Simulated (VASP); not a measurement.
A run of VASP 6.6.1 is set up as follows.

INCAR

```
ALGO = Normal
EDIFF = 1E-6
ENCUT = 520
GGA = PS
ISIF = 2
ISMEAR = 0
LASPH = True
LCHARG = False
LREAL = False
LWAVE = False
NBANDS = 16
NELM = 60
PREC = Accurate
SIGMA = 0.1
```

KPOINTS

```
k-points
0
Gamma
  12 12 12
```

Contents of POSCAR:

```
Al2Au
1.0
    0.0000000000      2.9711725643      2.9711725643
    2.9711725643      0.0000000000      2.9711725643
    2.9711725643      2.9711725643      0.0000000000
Al Au
2 1
Direct
    0.2500000000      0.2500000000      0.2500000000
    0.7500000000      0.7500000000      0.7500000000
    0.0000000000      0.0000000000      0.0000000000
```

Potentials or basis: VASP PAW PBE potentials, release 64 (Al, Au).

The run is started by

```bash
$ cat potpaw_PBE.64/Al/POTCAR potpaw_PBE.64/Au/POTCAR > POTCAR
$ mpirun -np 1 vasp_std > vasp.out
```

Problem. Estimate the pressure.

Solution. 3.6 GPa.

Problem. Predict the band gap on the k mesh.

Solution. Zero (an odd number of electrons rules out a gap without spin polarisation).

Caveat: the cell stands under pressure; the PAW data sets were made with another functional, which shifts forces and pressure a little; spin-orbit coupling is left out, which moves the levels of the heavy elements.
